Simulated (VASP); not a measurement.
Sr4Ir:

```
Sr Ir
1.0
    -4.19026    4.19026    4.19026
     4.19026   -4.19026    4.19026
     4.19026    4.19026   -4.19026
Sr Ir
4 1
Cartesian
  2.0951 2.0951 2.0951
  2.0951 2.0951 -2.0951
  2.0951 -2.0951 2.0951
  -2.0951 2.0951 2.0951
  0.0000 0.0000 0.0000
```

The cell was generated, and may not be a known phase.

| Property | Result |
| --- | --- |
| Program | VASP 6.6.1 |
| Task | relaxation of cell and atoms |
| Functional | PBE |
| Potentials or basis | VASP PAW PBE potentials, release 64 (Sr_sv, Ir) |
| Cutoff | 600 eV |
| k mesh | 4 × 4 × 4 |
| Occupations | gaussian, width 0.1 eV |
| Spin | no spin polarisation |

At the start: pressure -4.1 GPa; volume 58.86 Å³/atom.

Task: How do energy, volume and symmetry change on relaxing?

Result: Over 4 steps the energy falls by 310.8 meV/atom and the volume is 40.50 Å³/atom (-31.2 %); space group Im-3m (No. 229, to 0.1 Å) before and after.

The path:
```csv
step,energy change (eV),largest force (eV/Å),pressure (GPa),volume (Å³)
1,0.0000,0.0000,-4.08,294.30
2,-1.2818,0.0000,-2.45,234.95
3,-1.5469,0.0000,-0.52,208.38
4,-1.5542,0.0000,0.13,202.52
```

Final structure:
```yaml
crystal:
  lattice:
    - [-3.69947, 3.69947, 3.69947]
    - [3.69947, -3.69947, 3.69947]
    - [3.69947, 3.69947, -3.69947]
  atoms:
    - { symbol: Sr, position: [0.50000, 0.50000, 0.50000] }
    - { symbol: Sr, position: [0.00000, 0.00000, 0.50000] }
    - { symbol: Sr, position: [0.00000, 0.50000, 0.00000] }
    - { symbol: Sr, position: [0.50000, 0.00000, 0.00000] }
    - { symbol: Ir, position: [0.00000, 0.00000, 0.00000] }
```

Caveat: the volume moved by over 15 % at a fixed basis, so the end points are rough.
